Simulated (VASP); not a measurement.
Write the native input for VASP 6.6.1 that does the following.

| Item | Value |
| --- | --- |
| Task | single point |
| Functional | PBE |
| Potentials or basis | VASP PAW PBE potentials, release 64 (Mg, Ge_d, N) |
| Cutoff | 520 eV |
| k mesh | 6 × 6 × 6 |
| Occupations | gaussian, width 0.1 eV |
| Spin | no spin polarisation |
| Dipole correction | no |
| Further INCAR settings | ALGO = Normal; EDIFF = 1e-07; NBANDS = 20 |

The structure of Mg2GeN lies in POSCAR:

```
Mg2GeN
1.0
   -2.5749997658      1.5884099734      4.0403713888
    2.5749997658     -1.5884099734      4.0403713888
    2.5749997658      1.5884099734     -4.0403713888
Mg Ge N
2 1 1
Direct
    0.8378161755      0.8378161755      0.0000000000
    0.1621838245      0.1621838245      0.0000000000
    0.5000000000      0.5000000000      0.0000000000
    0.5000000000      0.0000000000      0.5000000000
```

The cell was built from a structure type or drawn by symmetry, and may not be a known phase.

These files were run (other wordings do the same):

INCAR

```
SYSTEM = Mg2GeN
ALGO = Normal
EDIFF = 1E-7
ENCUT = 520
GGA = PE
ISIF = 2
ISMEAR = 0
LASPH = .TRUE.
LCHARG = .TRUE.
LELF = .TRUE.
LREAL = .FALSE.
LVHAR = .TRUE.
LWAVE = .FALSE.
NBANDS = 20
NELM = 80
PREC = Accurate
SIGMA = 0.1
```

KPOINTS

```
k-points
0
G
  6 6 6
  0 0 0
```

Potentials or basis: VASP PAW PBE potentials, release 64 (Mg, Ge_d, N).

Run with:

```sh
$ cat potpaw_PBE.64/Mg/POTCAR potpaw_PBE.64/Ge_d/POTCAR potpaw_PBE.64/N/POTCAR > POTCAR
$ mpirun -np 1 vasp_std > vasp.out
```

It gave:

```yaml
Pressure: 0.0 GPa
Largest_force: 0.006 eV/Å
Band_gap_on_the_k_mesh: zero (an odd number of electrons rules out a gap without spin polarisation)
```

Wall time 74 s on 1 thread of AMD EPYC 7R13 Processor (Zen 3), with other jobs on the host, peak memory 0.24 GiB.
